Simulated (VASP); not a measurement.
# CuI (Marshite) (F-43m) in VASP: a series of runs

CuI (Marshite) is run at these levels: r2SCAN, PBE, LDA; tasks: single point.

All numbers are computed with VASP 6.6.1; they aren't measurements. Logs are shortened: lines on timing, memory, paths and dates and some standing lists are left out, and cuts for length are marked.

### Step 1. The cell of the first run

The structure is cubic, space group F-43m (No. 216). Conventional cell: a = 6.024 Å, b = 6.024 Å, c = 6.024 Å, α = 90.00°, β = 90.00°, γ = 90.00°. Within 3.4 Å of Cu (site symmetry -43m) lie 4 I at 2.61 Å. Within 3.4 Å of I (site symmetry -43m) lie 4 Cu at 2.61 Å.

### Step 2. Single point, r2SCAN

The input, POSCAR:

```
CuI
1.0
    0.0000000000      3.0120426902      3.0120426902
    3.0120426902      0.0000000000      3.0120426902
    3.0120426902      3.0120426902      0.0000000000
Cu I
1 1
Direct
    0.2500000000      0.2500000000      0.2500000000
    0.0000000000      0.0000000000      0.0000000000
```

The input, INCAR.step1:

```
ALGO = Normal
EDIFF = 1E-4
ENCUT = 520
GGA = PE
ISMEAR = -1
LASPH = True
LCHARG = False
LREAL = False
LWAVE = True
NBANDS = 16
NELM = 60
PREC = Accurate
SIGMA = 0.02
```

The input, INCAR.step2:

```
ALGO = Normal
EDIFF = 1E-6
ENCUT = 520
ISIF = 2
ISMEAR = -1
ISTART = 1
LASPH = True
LCHARG = False
LMIXTAU = True
LREAL = False
LWAVE = False
METAGGA = R2SCAN
NBANDS = 16
NELM = 60
PREC = Accurate
SIGMA = 0.02
```

The input, KPOINTS:

```
k-points
0
Gamma
  6 6 6
```

Potentials or basis: VASP PAW PBE potentials, release 64 (Cu, I).

The run is started by

```console
$ cat potpaw_PBE.64/Cu/POTCAR potpaw_PBE.64/I/POTCAR > POTCAR
$ cp INCAR.step1 INCAR
$ mpirun -np 1 vasp_std > vasp.out
$ cp INCAR.step2 INCAR
$ mpirun -np 1 vasp_std > vasp.out
```

OUTCAR:

```text
EDIFF = 1E-6
   ENCUT = 520
   ISIF = 2
   ISMEAR = -1
   ISTART = 1
   LASPH = True
   LREAL = False
   METAGGA = R2SCAN
   NELM = 60
   PREC = Accurate

 ion  position               nearest neighbor table
   1  0.250  0.250  0.250-   2 2.61   2 2.61   2 2.61   2 2.61
   2  0.000  0.000  0.000-   1 2.61   1 2.61   1 2.61   1 2.61

  LATTYP: Found a face centered cubic cell.
 ALAT       =     6.0240853804

  Lattice vectors:

 A1 = (   0.0000000000,   3.0120426902,   3.0120426902)
 A2 = (   3.0120426902,   0.0000000000,   3.0120426902)
 A3 = (   3.0120426902,   3.0120426902,   0.0000000000)

Analysis of symmetry for initial positions (statically):
=====================================================================
 Subroutine PRICEL returns:
 Original cell was already a primitive cell.

 Routine SETGRP: Setting up the symmetry group for a
 face centered cubic supercell.

 Subroutine GETGRP returns: Found 24 space group operations
 (whereof 24 operations were pure point group operations)
 out of a pool of 48 trial point group operations.

The static configuration has the point symmetry T_d .

Analysis of symmetry for dynamics (positions and initial velocities):
=====================================================================
 Subroutine PRICEL returns:
 Original cell was already a primitive cell.

 Routine SETGRP: Setting up the symmetry group for a
 face centered cubic supercell.

 Subroutine GETGRP returns: Found 24 space group operations
 (whereof 24 operations were pure point group operations)
 out of a pool of 48 trial point group operations.

The dynamic configuration has the point symmetry T_d .

 Subroutine INISYM returns: Found 24 space group operations
 (whereof 24 operations are pure point group operations),
 and found     1 'primitive' translations

----------------------------------------------------------------------------------------

                                     Primitive cell

  volume of cell :      54.6529

  direct lattice vectors                    reciprocal lattice vectors
     0.000000000  3.012042690  3.012042690    -0.166000303  0.166000303  0.166000303
     3.012042690  0.000000000  3.012042690     0.166000303 -0.166000303  0.166000303
     3.012042690  3.012042690  0.000000000     0.166000303  0.166000303 -0.166000303

  length of vectors
[... 70 lines left out ...]
   LASPH  =      T    aspherical Exc in radial PAW
   ENCUT  =  520.0 eV  38.22 Ry    6.18 a.u.   7.92  7.92  7.92*2*pi/ulx,y,z
   NELM   =     60;   NELMIN=  2; NELMDL=  0     # of ELM steps
   EDIFF  = 0.1E-05   stopping-criterion for ELM
   LREAL  =      F    real-space projection
   EDIFFG = 0.1E-04   stopping-criterion for IOM
   NSW    =      0    number of steps for IOM
   IBRION =     -1    ionic relax: 0-MD 1-quasi-New 2-CG
   NFREE  =      0    steps in history (QN), initial steepest desc. (CG)
   ISIF   =      2    stress and relaxation
   ISYM   =      2    0-nonsym 1-usesym 2-fastsym
   POTIM  = 0.5000    time-step for ionic-motion
   TEBEG  =    0.0;   TEEND  =   0.0 temperature during run
   PSTRESS=    0.0 pullay stress
   NELECT =      18.0000    total number of electrons
   NUPDOWN=      -1.0000    fix difference up-down
   EMIN   =  10.00;   EMAX   =-10.00  energy-range for DOS
   EFERMI =   0.00;   METHOD = LEGACY
   ISMEAR =    -1;   SIGMA  =   0.02  broadening in eV -4-tet -1-fermi 0-gaus
   EFERMI_NEDOS =   21; number of points for ismear=-14 and -15
   IALGO  =     38    algorithm
   IMIX   =      4    mixing-type and parameters
     AMIX     =   0.40;   BMIX     =  1.00
     AMIX_MAG =   1.60;   BMIX_MAG =  1.00
  volume/ion in A,a.u.               =      27.33       184.41
  Fermi-wavevector in a.u.,A,eV,Ry     =   1.130562  2.136453 17.390577  1.278171
  Thomas-Fermi vector in A             =   2.267259
   LORBIT       =      0    0 simple, 1 ext, 2 COOP (PROOUT), +10 PAW based schemes
   METAGGA = R2SCAN    functional components
   LHFCALC =     F    Hartree Fock is set to
   AEXX    =    0.0000 exact exchange contribution
   IVDW    =     0    specifies the selected vdW correction
   LEPSILON=     F    determine dielectric tensor
   LRPA    =     F    only Hartree local field effects (RPA)
 non-spin polarized calculation
  energy-cutoff  :      520.00
  volume of cell :       54.65
 maximum number of plane-waves:      1488
   NGX = 15   NGY = 15   NGZ = 15

 number of electron      18.0000016 magnetization

 Free energy of the ion-electron system (eV)
  ---------------------------------------------------
  ext. energy  EPLUGINS =         0.00000000
  ---------------------------------------------------
  free energy    TOTEN  =       -35.79373855 eV

  energy without entropy =      -35.79373855  energy(sigma->0) =      -35.79373855

 E-fermi :   4.9538     XC(G=0):  -9.5447

 val. band max:        4.4708056431   @ k =   0.0000   0.0000   0.0000
 cond. band min:       6.1419922746   @ k =   0.0000   0.0000   0.0000
 fundamental gap:      1.6711866314
 Fermi energy:         4.9537977715

 k-point     1 :       0.0000    0.0000    0.0000
  band No.  band energies     occupation
      1     -10.1591      2.00000
      2       0.5819      2.00000
      3       0.5819      2.00000
      4       0.5819      2.00000
      5       2.5550      2.00000
      6       2.5550      2.00000
[... 281 lines left out ...]
      3      -0.0960      2.00000
      4       0.3780      2.00000
      5       2.4929      2.00000
      6       2.5013      2.00000
[... 8 lines left out ...]
     15      16.5791      0.00000
     16      17.2497      0.00000

------------------------ aborting loop because EDIFF is reached ----------------------------------------

  FORCE on cell =-STRESS in cart. coord.  units (eV):
  Direction    XX          YY          ZZ          XY          YZ          ZX
  --------------------------------------------------------------------------------------
  -------------------------------------------------------------------------------------
  Total       -0.0173354     -0.0173354     -0.0173354      0.0000000      0.0000000      0.0000000
  in kB       -0.5081949     -0.5081949     -0.5081949      0.0000000      0.0000000      0.0000000
  external PRESSURE =      -0.5081949 kB  Pullay stress =       0.0000000 kB

 VOLUME and BASIS-vectors are now :
 -----------------------------------------------------------------------------
  energy-cutoff  :      520.00
  volume of cell :       54.65
      direct lattice vectors                 reciprocal lattice vectors
     0.000000000  3.012042690  3.012042690    -0.166000303  0.166000303  0.166000303
     3.012042690  0.000000000  3.012042690     0.166000303 -0.166000303  0.166000303
     3.012042690  3.012042690  0.000000000     0.166000303  0.166000303 -0.166000303

 POSITION                                       TOTAL-FORCE (eV/Angst)
 -----------------------------------------------------------------------------------
      1.50602      1.50602      1.50602         0.000000      0.000000     -0.000000
      0.00000      0.00000      0.00000        -0.000000     -0.000000      0.000000
 -----------------------------------------------------------------------------------
    total drift:                               -0.000010     -0.000010     -0.000010

  FREE ENERGIE OF THE ION-ELECTRON SYSTEM (eV)
  ---------------------------------------------------
  free  energy   TOTEN  =       -35.7937385533 eV

  energy  without entropy=      -35.7937385533  energy(sigma->0) =      -35.79373855
```

Run time: 52 s. Hardware: 1 thread of Intel Xeon Platinum 8259CL at 2.50GHz (Skylake/Cascade Lake), shared host; peak memory 0.19 GiB.

What came out:

```yaml
Free_energy: -35.7937 eV
Pressure: -0.1 GPa
Band_gap_on_the_k_mesh: 1.67 eV, direct
```

Caveat: the PAW data sets were made with another functional, which shifts forces and pressure a little; spin-orbit coupling is left out, which moves the levels of the heavy elements. r2SCAN opens gaps a little over a GGA but as a rule still falls short of measured ones.

### Step 3. Single point, PBE

The input, INCAR:

```
  ALGO = Normal
  EDIFF = 1E-7
  ENCUT = 520
  GGA = PE
  ISIF = 2
  ISMEAR = -1
  LASPH = T
  LCHARG = F
  LREAL = F
  LWAVE = F
  NBANDS = 16
  NELM = 60
  PREC = Accurate
  SIGMA = 0.02
```

The input, KPOINTS:

```
k-points
0
Gamma
  8 8 8
```

POSCAR is that of step 2.

Potentials or basis: VASP PAW PBE potentials, release 64 (Cu, I).

The run is started by

```console
$ cat potpaw_PBE.64/Cu/POTCAR potpaw_PBE.64/I/POTCAR > POTCAR
$ mpirun -np 1 vasp_std > vasp.out
```

Wall time 24 s (1 thread of Intel Xeon Platinum 8259CL at 2.50GHz (Skylake/Cascade Lake), shared host); peak memory 0.18 GiB.

It converged, with:

* Free energy: -5.5568 eV
* Pressure: 1.2 GPa
* Band gap on the k mesh: 1.20 eV, direct

Levels at points of the mesh, in eV from the valence-band top:
```
           k point  band 7  band 8  band 9  band 10  band 11  band 12
(0.00, 0.00, 0.00)    0.00    0.00    0.00     1.20     4.85     4.85
(0.50, 0.00, 0.00)   -1.86   -0.74   -0.74     2.17     5.39     5.39
(0.50, 0.50, 0.00)   -1.84   -1.56   -1.56     2.68     2.90     9.32
```

Caveat: spin-orbit coupling is left out, which moves the levels of the heavy elements. PBE gaps usually lie below the measured ones, often by a third to a half.

### Step 4. Single point, LDA

The input, INCAR:

```
PREC = Accurate
ENCUT = 520
EDIFF = 1E-7
ISMEAR = 0
SIGMA = 0.01
LREAL = False
LASPH = True
NELM = 80
ALGO = Normal
ISIF = 2
LWAVE = False
LCHARG = False
GGA = CA
NBANDS = 16
```

The input, KPOINTS:

```
regular mesh
0
Gamma
  8 8 8
```

POSCAR is that of step 3.

Potentials or basis: VASP PAW LDA potentials, release 64 (Cu, I).

The run is started by

```console
$ cat potpaw_LDA.64/Cu/POTCAR potpaw_LDA.64/I/POTCAR > POTCAR
$ mpirun -np 1 vasp_std > vasp.out
```

Run time: 23 s. Hardware: 1 thread of Intel Xeon Platinum 8259CL at 2.50GHz (Skylake/Cascade Lake), shared host; peak memory 0.16 GiB.

The run converged. Its results:

| Quantity | Value |
| --- | --- |
| Free energy | -6.9450 eV |
| Pressure | -3.6 GPa |
| Band gap on the k mesh | 1.05 eV, direct |

Levels at points of the mesh, in eV from the valence-band top:
```
           k point  band 7  band 8  band 9  band 10  band 11  band 12
(0.00, 0.00, 0.00)    0.00    0.00    0.00     1.05     4.85     4.85
(0.50, 0.00, 0.00)   -1.93   -0.75   -0.75     2.09     5.39     5.39
(0.50, 0.50, 0.00)   -1.91   -1.61   -1.61     2.58     2.84     9.17
```

Caveat: spin-orbit coupling is left out, which moves the levels of the heavy elements.

### Step 5. Single point, r2SCAN

POSCAR is that of step 4.

The input, INCAR.step1:

```
SYSTEM = CuI
ALGO = Normal ; EDIFF = 1E-4
ENCUT = 520 ; GGA = PE
ISMEAR = 0 ; LASPH = .True.
LCHARG = .False. ; LREAL = .False.
LWAVE = .True. ; NBANDS = 16
NELM = 80 ; PREC = Accurate
SIGMA = 0.01
```

The input, INCAR.step2:

```
SYSTEM = CuI
ALGO = Normal ; EDIFF = 1E-6
ENCUT = 520 ; ISIF = 2
ISMEAR = 0 ; ISTART = 1
LASPH = .True. ; LCHARG = .False.
LMIXTAU = .True. ; LREAL = .False.
LWAVE = .False. ; METAGGA = R2SCAN
NBANDS = 16 ; NELM = 80
PREC = Accurate ; SIGMA = 0.01
```

The input, KPOINTS:

```
k-points
0
Gamma
  8 8 8
  0 0 0
```

Potentials or basis: VASP PAW PBE potentials, release 64 (Cu, I).

The run is started by

```console
$ cat potpaw_PBE.64/Cu/POTCAR potpaw_PBE.64/I/POTCAR > POTCAR
$ cp INCAR.step1 INCAR
$ mpirun -np 1 vasp_std > vasp.out
$ cp INCAR.step2 INCAR
$ mpirun -np 1 vasp_std > vasp.out
```

OUTCAR:

```text
SYSTEM = CuI
   EDIFF = 1E-6
   ENCUT = 520
   ISIF = 2
   ISMEAR = 0
   ISTART = 1
   LASPH = .True.
   LREAL = .False.
   METAGGA = R2SCAN
   NELM = 80
   PREC = Accurate

 ion  position               nearest neighbor table
   1  0.250  0.250  0.250-   2 2.61   2 2.61   2 2.61   2 2.61
   2  0.000  0.000  0.000-   1 2.61   1 2.61   1 2.61   1 2.61

  LATTYP: Found a face centered cubic cell.
 ALAT       =     6.0240853804

  Lattice vectors:

 A1 = (   0.0000000000,   3.0120426902,   3.0120426902)
 A2 = (   3.0120426902,   0.0000000000,   3.0120426902)
 A3 = (   3.0120426902,   3.0120426902,   0.0000000000)
[... 625 lines left out ...]
      5       2.4777      2.00000
      6       2.5635      2.00000
[... 8 lines left out ...]
     15      15.7469      0.00000
     16      16.4358      0.00000

 [... further k-points ...]
[... 5 lines left out ...]
  --------------------------------------------------------------------------------------
  -------------------------------------------------------------------------------------
  Total       -0.0228870     -0.0228870     -0.0228870      0.0000000     -0.0000000      0.0000000
  in kB       -0.6709441     -0.6709441     -0.6709441      0.0000000     -0.0000000      0.0000000
  external PRESSURE =      -0.6709441 kB  Pullay stress =       0.0000000 kB

 VOLUME and BASIS-vectors are now :
 -----------------------------------------------------------------------------
  energy-cutoff  :      520.00
  volume of cell :       54.65
      direct lattice vectors                 reciprocal lattice vectors
     0.000000000  3.012042690  3.012042690    -0.166000303  0.166000303  0.166000303
     3.012042690  0.000000000  3.012042690     0.166000303 -0.166000303  0.166000303
     3.012042690  3.012042690  0.000000000     0.166000303  0.166000303 -0.166000303

 POSITION                                       TOTAL-FORCE (eV/Angst)
 -----------------------------------------------------------------------------------
      1.50602      1.50602      1.50602         0.000000      0.000000     -0.000000
      0.00000      0.00000      0.00000        -0.000000     -0.000000      0.000000
 -----------------------------------------------------------------------------------
    total drift:                               -0.000010     -0.000010     -0.000010

  FREE ENERGIE OF THE ION-ELECTRON SYSTEM (eV)
  ---------------------------------------------------
  free  energy   TOTEN  =       -35.7954920795 eV

  energy  without entropy=      -35.7954920795  energy(sigma->0) =      -35.79549208
```

It took 71 s on 1 thread of Intel Xeon Platinum 8259CL at 2.50GHz (Skylake/Cascade Lake), shared host; peak memory 0.19 GiB.

Results:

| Item | Value |
| --- | --- |
| Free energy | -35.7955 eV |
| Pressure | -0.1 GPa |
| Band gap on the k mesh | 1.67 eV, direct |

Caveat: the PAW data sets were made with another functional, which shifts forces and pressure a little; spin-orbit coupling is left out, which moves the levels of the heavy elements. r2SCAN opens gaps a little over a GGA but as a rule still falls short of measured ones.

### Step 6. Overview

| level | potentials or basis | k mesh | smearing | gap on the mesh (eV) | pressure (GPa) |
| --- | --- | --- | --- | --- | --- |
| r2SCAN | VASP PAW PBE potentials, release 64 (Cu, I) | 6 × 6 × 6 | fermi-dirac 0.02 eV | 1.67 | -0.1 |
| PBE | VASP PAW PBE potentials, release 64 (Cu, I) | 8 × 8 × 8 | fermi-dirac 0.02 eV | 1.20 | 1.2 |
| LDA | VASP PAW LDA potentials, release 64 (Cu, I) | 8 × 8 × 8 | gaussian 0.01 eV | 1.05 | -3.6 |
| r2SCAN | VASP PAW PBE potentials, release 64 (Cu, I) | 8 × 8 × 8 | gaussian 0.01 eV | 1.67 | -0.1 |

Alike in all rows: task single point; no spin polarisation; cell as given; cutoff (eV) 520.

Caveats: spin-orbit coupling is left out, which moves the levels of the heavy elements; the PAW data sets were made with another functional, which shifts forces and pressure a little (some runs).

Total energies depend on the potentials used, so only differences within one code and one set of settings carry meaning.
